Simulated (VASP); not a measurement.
# Sb (P2_1/m) in VASP: single point with PBE

Aim: the single point of Sb with PBE.

All numbers are computed with VASP 6.6.1; they aren't measurements. Logs are shortened: lines on timing, memory, paths and dates and some standing lists are left out, and cuts for length are marked.

## Step 1: The cell of the first run

The structure is monoclinic, space group P2_1/m (No. 11). Conventional cell: a = 2.927 Å, b = 4.347 Å, c = 4.385 Å, α = 90.00°, β = 90.64°, γ = 90.00°. Within 3.9 Å of Sb (site symmetry m) lie 6 Sb at 2.93 to 3.18 Å.

## Step 2: Single point, PBE (strained)

INCAR

```
SYSTEM = Sb
PREC = Accurate ; ENCUT = 520
EDIFF = 1E-7 ; ISMEAR = 0
SIGMA = 0.1 ; LREAL = .FALSE.
LASPH = .TRUE. ; NELM = 100
ALGO = Normal ; ISIF = 2
LWAVE = .FALSE. ; LCHARG = .TRUE.
GGA = PE ; LELF = .TRUE.
LVHAR = .TRUE. ; NBANDS = 12
```

KPOINTS

```
Automatic mesh
0
G
  14 10 10
  0 0 0
```

POSCAR

```
Sb
1.0
    2.9274704431      0.0000000000     -0.0043713628
    0.0000000000      4.3473440993      0.0000000000
   -0.0426537293      0.0000000000      4.3847143329
Sb
2
Direct
    1.0637057828      0.7500000000      0.7396154846
   -0.0637057828      0.2500000000      0.2603845154
```

Potentials or basis: VASP PAW PBE potentials, release 64 (Sb).

Launch:

```
$ cat potpaw_PBE.64/Sb/POTCAR > POTCAR
$ mpirun -np 1 vasp_std > vasp.out
```

OUTCAR:

```text
SYSTEM = Sb
   PREC = Accurate
   ENCUT = 520
   EDIFF = 1E-7
   ISMEAR = 0
   LREAL = .FALSE.
   LASPH = .TRUE.
   NELM = 100
   ISIF = 2
   GGA = PE

 ion  position               nearest neighbor table
   1  0.064  0.750  0.740-   2 3.04   2 3.04   2 3.18   2 3.18
   2  0.936  0.250  0.260-   1 3.04   1 3.04   1 3.18   1 3.18

  LATTYP: Found a simple monoclinic cell.
 ALAT       =     2.9274737068
 B/A-ratio  =     1.4850155918
 C/A-ratio  =     1.4978518105
 COS(beta)  =    -0.0112205024

  Lattice vectors:

 A1 = (   2.9274704431,   0.0000000000,  -0.0043713628)
 A2 = (   0.0000000000,   4.3473440993,   0.0000000000)
 A3 = (  -0.0426537293,   0.0000000000,   4.3847143329)

Analysis of symmetry for initial positions (statically):
=====================================================================
 Subroutine PRICEL returns:
 Original cell was already a primitive cell.

 Routine SETGRP: Setting up the symmetry group for a
 simple monoclinic supercell.

 Subroutine GETGRP returns: Found  4 space group operations
 (whereof  2 operations were pure point group operations)
 out of a pool of  4 trial point group operations.

The static configuration has the point symmetry S_2 .
 The point group associated with its full space group is C_2h.

Analysis of symmetry for dynamics (positions and initial velocities):
=====================================================================
 Subroutine PRICEL returns:
 Original cell was already a primitive cell.

 Routine SETGRP: Setting up the symmetry group for a
 simple monoclinic supercell.

 Subroutine GETGRP returns: Found  4 space group operations
 (whereof  2 operations were pure point group operations)
 out of a pool of  4 trial point group operations.

The dynamic configuration has the point symmetry S_2 .
 The point group associated with its full space group is C_2h.

 Subroutine INISYM returns: Found  4 space group operations
 (whereof  2 operations are pure point group operations),
 and found     1 'primitive' translations

----------------------------------------------------------------------------------------

                                     Primitive cell

  volume of cell :      55.8022

  direct lattice vectors                    reciprocal lattice vectors
     2.927470443  0.000000000 -0.004371363     0.341596797  0.000000000  0.003322994
     0.000000000  4.347344099  0.000000000     0.000000000  0.230025500  0.000000000
[... 90 lines left out ...]
   NFREE  =      0    steps in history (QN), initial steepest desc. (CG)
   ISIF   =      2    stress and relaxation
   ISYM   =      2    0-nonsym 1-usesym 2-fastsym
   POTIM  = 0.5000    time-step for ionic-motion
   TEBEG  =    0.0;   TEEND  =   0.0 temperature during run
   PSTRESS=    0.0 pullay stress
   NELECT =      10.0000    total number of electrons
   NUPDOWN=      -1.0000    fix difference up-down
   EMIN   =  10.00;   EMAX   =-10.00  energy-range for DOS
   EFERMI =   0.00;   METHOD = LEGACY
   ISMEAR =     0;   SIGMA  =   0.10  broadening in eV -4-tet -1-fermi 0-gaus
   EFERMI_NEDOS =   21; number of points for ismear=-14 and -15
   IALGO  =     38    algorithm
   IMIX   =      4    mixing-type and parameters
     AMIX     =   0.40;   BMIX     =  1.00
     AMIX_MAG =   1.60;   BMIX_MAG =  1.00
  volume/ion in A,a.u.               =      27.90       188.29
  Fermi-wavevector in a.u.,A,eV,Ry     =   0.922977  1.744174 11.590626  0.851887
  Thomas-Fermi vector in A             =   2.048563
   LORBIT       =      0    0 simple, 1 ext, 2 COOP (PROOUT), +10 PAW based schemes
   GGA     = PE    functional components
   LHFCALC =     F    Hartree Fock is set to
   AEXX    =    0.0000 exact exchange contribution
   IVDW    =     0    specifies the selected vdW correction
   LEPSILON=     F    determine dielectric tensor
   LRPA    =     F    only Hartree local field effects (RPA)
 non-spin polarized calculation
 Gauss-broadening in eV      SIGMA  =   0.10
  energy-cutoff  :      520.00
  volume of cell :       55.80
 maximum number of plane-waves:      1530
 NGX is ok and might be reduce to    24
   NGX = 11   NGY = 17   NGZ = 17

 number of electron      10.0000000 magnetization

 number of electron       9.9999999 magnetization

 Free energy of the ion-electron system (eV)
  ---------------------------------------------------
  ext. energy  EPLUGINS =         0.00000000
  ---------------------------------------------------
  free energy    TOTEN  =        -8.00707686 eV

  energy without entropy =       -8.00211954  energy(sigma->0) =       -8.00459820

 E-fermi :   8.0057     XC(G=0):  -9.9174

 val. band max:        8.0041608441   @ k =  -0.1429   0.3000   0.2000
 cond. band min:       8.0208952602   @ k =   0.2143   0.4000  -0.0000
 fundamental gap:      0.0167344162
 Fermi energy:         8.0056640098

 k-point     1 :       0.0000    0.0000    0.0000
  band No.  band energies     occupation
      1      -4.9316      2.00000
      2       0.0658      2.00000
      3       4.0436      2.00000
      4       4.1098      2.00000
      5       9.7286      0.00000
      6      10.8811      0.00000
      7      11.0287      0.00000
      8      12.8313      0.00000
      9      14.6354      0.00000
     10      14.6508      0.00000
     11      15.6714      0.00000
     12      18.7156      0.00000
[... 331 lines left out ...]
 k-point    24 :       0.5000    0.2000    0.0000
  band No.  band energies     occupation
      1      -1.3553      2.00000
      2       1.7983      2.00000
      3       2.9618      2.00000
      4       5.1420      2.00000
      5       7.0315      2.00000
      6       7.6485      2.00000
      7      11.4680      0.00000
      8      11.5088      0.00000
      9      13.2111      0.00000
     10      13.2858      0.00000
     11      14.2221      0.00000
     12      16.1038      0.00000

 [... further k-points ...]
[... 5 lines left out ...]
  --------------------------------------------------------------------------------------
  -------------------------------------------------------------------------------------
  Total        4.4303608      0.6415378      0.5487873      0.0000000      0.0000000      0.0034624
  in kB      127.2032329     18.4196463     15.7566219      0.0000000      0.0000000      0.0994110
  external PRESSURE =      53.7931670 kB  Pullay stress =       0.0000000 kB

 VOLUME and BASIS-vectors are now :
 -----------------------------------------------------------------------------
  energy-cutoff  :      520.00
  volume of cell :       55.80
      direct lattice vectors                 reciprocal lattice vectors
     2.927470443  0.000000000 -0.004371363     0.341596797  0.000000000  0.003322994
     0.000000000  4.347344099  0.000000000     0.000000000  0.230025500  0.000000000
    -0.042653729  0.000000000  4.384714333     0.000340557  0.000000000  0.228068342

 POSITION                                       TOTAL-FORCE (eV/Angst)
 -----------------------------------------------------------------------------------
      0.15495      3.26051      3.24272        -0.276510     -0.000000      0.212121
      2.72987      1.08684      1.13762         0.276510      0.000000     -0.212121
 -----------------------------------------------------------------------------------
    total drift:                               -0.000000      0.000000      0.000000

  FREE ENERGIE OF THE ION-ELECTRON SYSTEM (eV)
  ---------------------------------------------------
  free  energy   TOTEN  =        -8.0070768612 eV

  energy  without entropy=       -8.0021195433  energy(sigma->0) =       -8.00459820
```

OSZICAR:

```text
N       E                     dE             d eps       ncg     rms          rms(c)
DAV:   1     0.325958363533E+02    0.32596E+02   -0.35304E+03 10368   0.657E+02
DAV:   2    -0.631288721147E+01   -0.38909E+02   -0.37505E+02 13708   0.106E+02
DAV:   3    -0.798947821190E+01   -0.16766E+01   -0.16565E+01 12712   0.243E+01
DAV:   4    -0.800287469622E+01   -0.13396E-01   -0.13384E-01 11920   0.263E+00
DAV:   5    -0.800302793952E+01   -0.15324E-03   -0.15324E-03 12544   0.305E-01    0.309E+00
DAV:   6    -0.800507912083E+01   -0.20512E-02   -0.14756E-03 12036   0.262E-01    0.185E+00
DAV:   7    -0.800694696603E+01   -0.18678E-02   -0.33702E-03 11776   0.395E-01    0.751E-02
DAV:   8    -0.800706868968E+01   -0.12172E-03   -0.18630E-04 12372   0.848E-02    0.189E-02
DAV:   9    -0.800707594938E+01   -0.72597E-05   -0.96534E-06 12296   0.200E-02    0.670E-03
DAV:  10    -0.800707660268E+01   -0.65330E-06   -0.18171E-06 12216   0.715E-03    0.107E-03
DAV:  11    -0.800707677911E+01   -0.17643E-06   -0.94556E-08  9440   0.186E-03    0.535E-04
DAV:  12    -0.800707686119E+01   -0.82074E-07   -0.29125E-08  8180   0.107E-03
   1 F= -.80070769E+01 E0= -.80045982E+01  d E =-.495732E-02
```

stdout:

```text
POSCAR found type information on POSCAR Sb
 POSCAR found :  1 types and       2 ions
 scaLAPACK will be used
 LDA part: xc-table for (Slater+PW92), standard interpolation
 POSCAR, INCAR and KPOINTS ok, starting setup
 FFT: planning ... GRIDC
 FFT: planning ... GRID_SOFT
 FFT: planning ... GRID
 WAVECAR not read
 entering main loop
```

Run time: 2.3 min. Hardware: 1 thread of Intel Xeon Platinum 8259CL at 2.50GHz (Skylake/Cascade Lake), shared host; peak memory 0.37 GiB.

What came out:

- Free energy: -8.0071 eV
- Pressure: 5.4 GPa
- Largest force: 0.349 eV/Å
- Band gap on the k mesh: zero (band 5 reaches 12.96 eV, above the bottom of band 6 at 4.55 eV)

Forces in eV/Å, atoms in the order of the input:
```
Sb  -0.277  0.000  0.212
Sb   0.277  0.000 -0.212
```

Levels at points of the mesh, in eV from the Fermi level:
```tsv
k point	band 2	band 3	band 4	band 5	band 6	band 7	band 8	band 9
(0.00, 0.00, 0.00)	-7.94	-3.96	-3.90	1.72	2.88	3.02	4.83	6.63
(0.50, 0.00, 0.00)	-6.40	-3.92	-2.34	-1.34	-1.28	3.77	3.89	5.07
(0.00, 0.50, 0.00)	-11.15	-1.87	-1.87	-1.27	-1.27	6.21	6.21	8.05
(0.50, 0.50, 0.00)	-7.83	-4.64	-4.64	0.78	0.78	1.87	1.87	5.29
(0.00, 0.00, 0.50)	-10.91	-2.02	-1.40	-1.39	-1.21	5.98	6.42	7.77
(0.50, 0.00, 0.50)	-7.56	-4.84	-4.46	0.56	1.27	1.82	1.88	5.24
(0.00, 0.50, 0.50)	-10.52	-5.98	-5.98	4.87	4.87	6.62	6.62	9.10
(0.50, 0.50, 0.50)	-7.08	-4.20	-4.20	-3.24	-3.24	1.62	1.62	8.03
```

Caveat: the cell differs from its parent crystal (strained); spin-orbit coupling is left out, which moves the levels of the heavy elements.
